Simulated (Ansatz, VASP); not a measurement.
# HfB in VASP and in Ansatz

File INCAR:

```
SYSTEM = HfB
ALGO = Normal ; EDIFF = 1E-6
ENCUT = 520 ; GGA = PE
ISIF = 2 ; ISMEAR = -1
LASPH = .True. ; LCHARG = .False.
LREAL = .False. ; LWAVE = .False.
NBANDS = 14 ; NELM = 80
PREC = Accurate ; SIGMA = 0.05
```

KPOINTS

```
k-points
0
Gamma
  10 10 10
  0 0 0
```

POSCAR

```
HfB
1.0
    0.0000000000      2.3252984591      2.3252984591
    2.3252984591      0.0000000000      2.3252984591
    2.3252984591      2.3252984591      0.0000000000
Hf B
1 1
Direct
    0.5000000000      0.5000000000      0.5000000000
    0.0000000000      0.0000000000      0.0000000000
```

Contents of input.yaml:

```yaml
crystal:
  lattice:
    - [0.0, 2.3252984591, 2.3252984591]
    - [2.3252984591, 0.0, 2.3252984591]
    - [2.3252984591, 2.3252984591, 0.0]
  atoms:
    - { symbol: Hf, position: [0.5, 0.5, 0.5] }
    - { symbol: B, position: [0.0, 0.0, 0.0] }
hamiltonian:
  xc: pbe
  pseudopotentials: { kind: paw }
kpoints:
  mp_grid: { grid: [10, 10, 10] }
scf:
  occupations: { method: fermi_dirac, width: 0.05 }
output:
  forces: true
  stress: true
  eigenvalues: true
  write_density: true
  write_potential: true
  elf: true
  volumetric_format: npy
```

Alike in both runs: task single point; functional PBE; k mesh 10 × 10 × 10; occupations fermi-dirac, width 0.05 eV; no spin polarisation.

|  | VASP | Ansatz |
| --- | --- | --- |
| version | VASP 6.6.1 | Ansatz 0.2.0 |
| potentials or method | VASP PAW PBE potentials, release 64 (Hf_pv, B) | Ansatz PAW |
| plane-wave cutoff (eV) | 520 | 420 |
| valence electrons in the cell | 13 | 29 |

|  | VASP | Ansatz | Ansatz less VASP |
| --- | --- | --- | --- |
| gap on the k mesh at the Fermi level (eV) | none | none | - |
| pressure (GPa) | 25.1 | 24.3 | -0.73 |

A gap of «none» marks a metal or a gap that the smearing closes. The functional is the same, so the differences come from potentials, cutoffs and numerics. VASP's potentials hold 13 valence electrons a cell and Ansatz's 29, so a difference there can come from the potentials and not from the codes.

Spin-orbit coupling is off throughout.
